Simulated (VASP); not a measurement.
# KOs4C4 (P-3m1) in VASP: notebook

KOs4C4 is run at these levels: PBE; tasks: single point, relaxation of cell and atoms.

Everything below comes from runs of VASP 6.6.1. Logs are shortened: lines on timing, memory, paths and dates and some standing lists are left out, and cuts for length are marked.

## Step 1: The cell of the first run

The structure is trigonal, space group P-3m1 (No. 164). Conventional cell: a = 5.081 Å, b = 5.081 Å, c = 7.090 Å, α = 90.00°, β = 90.00°, γ = 120.00°. Within 3.4 Å of K (site symmetry -3m) lie 6 C at 2.54 Å and 6 Os at 3.14 Å. Os (site symmetry 3m) has 3 C at 1.85 Å and 1 Os at 2.34 Å within 2.5 Å. Within 3.1 Å of Os (site symmetry 3m) lie 4 Os at 2.34 to 2.94 Å and 3 C at 2.93 Å. Within 2.6 Å of C (site symmetry 2/m) lie 2 Os at 1.85 Å and 4 C at 2.54 Å and 2 K at 2.54 Å. C (site symmetry -3m) has 12 Os at 2.93 to 3.80 Å and 2 K at 3.55 Å within 3.9 Å.

The cell was generated, and may not be a known phase.

## Step 2: Single point, PBE

The input, INCAR:

```
PREC = Accurate
ENCUT = 520
EDIFF = 1E-7
ISMEAR = 0
SIGMA = 0.1
LREAL = False
LASPH = True
NELM = 100
ALGO = Normal
ISIF = 2
LWAVE = False
LCHARG = False
GGA = PE
NBANDS = 38
```

The input, KPOINTS:

```
regular mesh
0
Gamma
  6 6 2
```

The input, POSCAR:

```
KOs4C4
1.0
    5.0812878775      0.0000000029      0.0000000000
   -2.5406439413      4.4005243844      0.0000000000
    0.0000000000      0.0000000000      7.0903256835
K Os C
1 4 4
Direct
    0.0000000000      0.0000000000      0.0000000000
    0.3333333333      0.6666666667      0.1596063491
    0.6666666667      0.3333333333      0.8403936509
    0.3333333333      0.6666666667      0.4895373186
    0.6666666667      0.3333333333      0.5104626814
    0.5000000000      0.0000000000      0.0000000000
    0.0000000000      0.5000000000      0.0000000000
    0.5000000000      0.5000000000      0.0000000000
    0.0000000000      0.0000000000      0.5000000000
```

Potentials or basis: VASP PAW PBE potentials, release 64 (K_sv, Os, C).

On the command line:

```sh
$ cat potpaw_PBE.64/K_sv/POTCAR potpaw_PBE.64/Os/POTCAR potpaw_PBE.64/C/POTCAR > POTCAR
$ mpirun -np 1 vasp_std > vasp.out
```

OUTCAR:

```text
PREC = Accurate
   ENCUT = 520
   EDIFF = 1E-7
   ISMEAR = 0
   LREAL = False
   LASPH = True
   NELM = 100
   ISIF = 2
   GGA = PE

 ion  position               nearest neighbor table
   1  0.000  0.000  0.000-   8 2.54   8 2.54   6 2.54   6 2.54   7 2.54   7 2.54   2 3.14   3 3.14
                             3 3.14   2 3.14   2 3.14   3 3.14
   2  0.333  0.667  0.160-   7 1.85   6 1.85   8 1.85   4 2.34   1 3.14   1 3.14   1 3.14
   3  0.667  0.333  0.840-   7 1.85   6 1.85   8 1.85   5 2.34   1 3.14   1 3.14   1 3.14
   4  0.333  0.667  0.490-   2 2.34   5 2.94   5 2.94   5 2.94
   5  0.667  0.333  0.510-   3 2.34   4 2.94   4 2.94   4 2.94
   6  0.500  0.000  0.000-   2 1.85   3 1.85   1 2.54   1 2.54
   7  0.000  0.500  0.000-   2 1.85   3 1.85   1 2.54   1 2.54
   8  0.500  0.500  0.000-   2 1.85   3 1.85   1 2.54   1 2.54
   9  0.000  0.000  0.500-

  LATTYP: Found a hexagonal cell.
 ALAT       =     5.0812878775
 C/A-ratio  =     1.3953796467

  Lattice vectors:

 A1 = (   5.0812878775,   0.0000000029,   0.0000000000)
 A2 = (  -2.5406439413,   4.4005243844,   0.0000000000)
 A3 = (   0.0000000000,   0.0000000000,   7.0903256835)

Analysis of symmetry for initial positions (statically):
=====================================================================
 Subroutine PRICEL returns:
 Original cell was already a primitive cell.

 Routine SETGRP: Setting up the symmetry group for a
 hexagonal supercell.

 Subroutine GETGRP returns: Found 12 space group operations
 (whereof 12 operations were pure point group operations)
 out of a pool of 24 trial point group operations.

The static configuration has the point symmetry D_3d.

Analysis of symmetry for dynamics (positions and initial velocities):
=====================================================================
 Subroutine PRICEL returns:
 Original cell was already a primitive cell.

 Routine SETGRP: Setting up the symmetry group for a
 hexagonal supercell.

 Subroutine GETGRP returns: Found 12 space group operations
 (whereof 12 operations were pure point group operations)
 out of a pool of 24 trial point group operations.

The dynamic configuration has the point symmetry D_3d.

 Subroutine INISYM returns: Found 12 space group operations
 (whereof 12 operations are pure point group operations),
 and found     1 'primitive' translations
[... 101 lines left out ...]
   NSW    =      0    number of steps for IOM
   IBRION =     -1    ionic relax: 0-MD 1-quasi-New 2-CG
   NFREE  =      0    steps in history (QN), initial steepest desc. (CG)
   ISIF   =      2    stress and relaxation
   ISYM   =      2    0-nonsym 1-usesym 2-fastsym
   POTIM  = 0.5000    time-step for ionic-motion
   TEBEG  =    0.0;   TEEND  =   0.0 temperature during run
   PSTRESS=    0.0 pullay stress
   NELECT =      57.0000    total number of electrons
   NUPDOWN=      -1.0000    fix difference up-down
   EMIN   =  10.00;   EMAX   =-10.00  energy-range for DOS
   EFERMI =   0.00;   METHOD = LEGACY
   ISMEAR =     0;   SIGMA  =   0.10  broadening in eV -4-tet -1-fermi 0-gaus
   EFERMI_NEDOS =   21; number of points for ismear=-14 and -15
   IALGO  =     38    algorithm
   IMIX   =      4    mixing-type and parameters
     AMIX     =   0.40;   BMIX     =  1.00
     AMIX_MAG =   1.60;   BMIX_MAG =  1.00
  volume/ion in A,a.u.               =      17.62       118.88
  Fermi-wavevector in a.u.,A,eV,Ry     =   1.164086  2.199803 18.437196  1.355096
  Thomas-Fermi vector in A             =   2.300628
   LORBIT       =      0    0 simple, 1 ext, 2 COOP (PROOUT), +10 PAW based schemes
   GGA     = PE    functional components
   LHFCALC =     F    Hartree Fock is set to
   AEXX    =    0.0000 exact exchange contribution
   IVDW    =     0    specifies the selected vdW correction
   LEPSILON=     F    determine dielectric tensor
   LRPA    =     F    only Hartree local field effects (RPA)
 non-spin polarized calculation
 Gauss-broadening in eV      SIGMA  =   0.10
  energy-cutoff  :      520.00
  volume of cell :      158.54
 maximum number of plane-waves:      4290
 NGX is ok and might be reduce to    40
   NGX = 19   NGY = 19   NGZ = 27

 number of electron      57.0000001 magnetization

 Free energy of the ion-electron system (eV)
  ---------------------------------------------------
  ext. energy  EPLUGINS =         0.00000000
  ---------------------------------------------------
  free energy    TOTEN  =       -64.43630246 eV

  energy without entropy =      -64.37687361  energy(sigma->0) =      -64.40658804

 E-fermi :   3.6999     XC(G=0): -10.3548

 val. band max:        3.6995882530   @ k =   0.3333   0.0000   0.5000
 cond. band min:       3.7004541852   @ k =   0.3333   0.3333   0.0000
 fundamental gap:      0.0008659322
 Fermi energy:         3.6998594784

 k-point     1 :       0.0000    0.0000    0.0000
  band No.  band energies     occupation
      1     -26.0549      2.00000
      2     -10.1612      2.00000
      3     -10.1612      2.00000
      4      -9.6476      2.00000
      5      -9.5831      2.00000
      6      -7.6541      2.00000
[... 563 lines left out ...]
     37       6.1390      0.00000
     38       6.5856      0.00000

------------------------ aborting loop because EDIFF is reached ----------------------------------------

  FORCE on cell =-STRESS in cart. coord.  units (eV):
  Direction    XX          YY          ZZ          XY          YZ          ZX
  --------------------------------------------------------------------------------------
  -------------------------------------------------------------------------------------
  Total        1.1181553      1.1181553      0.2333311     -0.0000000     -0.0000000      0.0000000
  in kB       11.2997361     11.2997361      2.3579725     -0.0000000     -0.0000000      0.0000000
  external PRESSURE =       8.3191483 kB  Pullay stress =       0.0000000 kB

 VOLUME and BASIS-vectors are now :
 -----------------------------------------------------------------------------
  energy-cutoff  :      520.00
  volume of cell :      158.54
      direct lattice vectors                 reciprocal lattice vectors
     5.081287878  0.000000003  0.000000000     0.196800501  0.113622822  0.000000000
    -2.540643941  4.400524384  0.000000000    -0.000000000  0.227245644  0.000000000
     0.000000000  0.000000000  7.090325683     0.000000000  0.000000000  0.141037245

 POSITION                                       TOTAL-FORCE (eV/Angst)
 -----------------------------------------------------------------------------------
      0.00000      0.00000      0.00000        -0.000000      0.000000      0.000000
     -0.00000      2.93368      1.13166         0.000000      0.000000      0.623161
      2.54064      1.46684      5.95866         0.000000     -0.000000     -0.623161
     -0.00000      2.93368      3.47098         0.000000      0.000000     -0.136169
      2.54064      1.46684      3.61935        -0.000000      0.000000      0.136169
      2.54064      0.00000      0.00000        -0.000000      0.000000      0.000000
     -1.27032      2.20026      0.00000        -0.000000      0.000000      0.000000
      1.27032      2.20026      0.00000        -0.000000      0.000000      0.000000
      0.00000      0.00000      3.54516        -0.000000      0.000000      0.000000
 -----------------------------------------------------------------------------------
    total drift:                               -0.000000      0.000000     -0.000000

  FREE ENERGIE OF THE ION-ELECTRON SYSTEM (eV)
  ---------------------------------------------------
  free  energy   TOTEN  =       -64.4363024626 eV

  energy  without entropy=      -64.3768736093  energy(sigma->0) =      -64.40658804
```

stdout:

```text
POSCAR found type information on POSCAR K OsC
 POSCAR found :  3 types and       9 ions
 scaLAPACK will be used
 LDA part: xc-table for (Slater+PW92), standard interpolation
 POSCAR, INCAR and KPOINTS ok, starting setup
 FFT: planning ... GRIDC
 FFT: planning ... GRID_SOFT
 FFT: planning ... GRID
 WAVECAR not read
 entering main loop
```

Run time: 6.9 min. Hardware: 1 thread of Intel Xeon 8259CL, shared host; peak memory 0.32 GiB.

Results:

```
Free energy            : -64.4363 eV
Pressure               : 0.8 GPa
Largest force          : 0.623 eV/Å
Band gap on the k mesh : zero (an odd number of electrons rules out a gap without spin polarisation)
```

Forces on the atoms (eV/Å):
```
K    0.000  0.000  0.000
Os   0.000  0.000  0.623
Os   0.000  0.000 -0.623
Os   0.000  0.000 -0.136
Os   0.000  0.000  0.136
C    0.000  0.000  0.000
C    0.000  0.000  0.000
C    0.000  0.000  0.000
C    0.000  0.000  0.000
```

Levels at points of the mesh, in eV from the Fermi level:
```csv
k point,band 25,band 26,band 27,band 28,band 29,band 30,band 31,band 32
"(0.00, 0.00, 0.00)",-1.80,-1.62,-1.62,-1.27,-0.76,0.26,0.26,0.73
"(0.50, 0.00, 0.00)",-1.77,-1.74,-0.83,-0.11,0.05,0.13,0.26,0.36
"(0.00, 0.00, 0.50)",-1.82,-1.70,-1.25,-1.25,0.02,0.12,0.12,0.73
"(0.50, 0.00, 0.50)",-1.47,-1.05,-0.77,-0.03,-0.02,0.17,0.17,0.65
```

Caveat: the k points lie up to 0.44 Å⁻¹ apart, too coarse for converged energies and pressures of a metal; spin-orbit coupling is left out, which moves the levels of the heavy elements.

(Part 1 of 2 ends here.)

The gap in the log of VASP goes by the Fermi energy; the results here count the filled bands.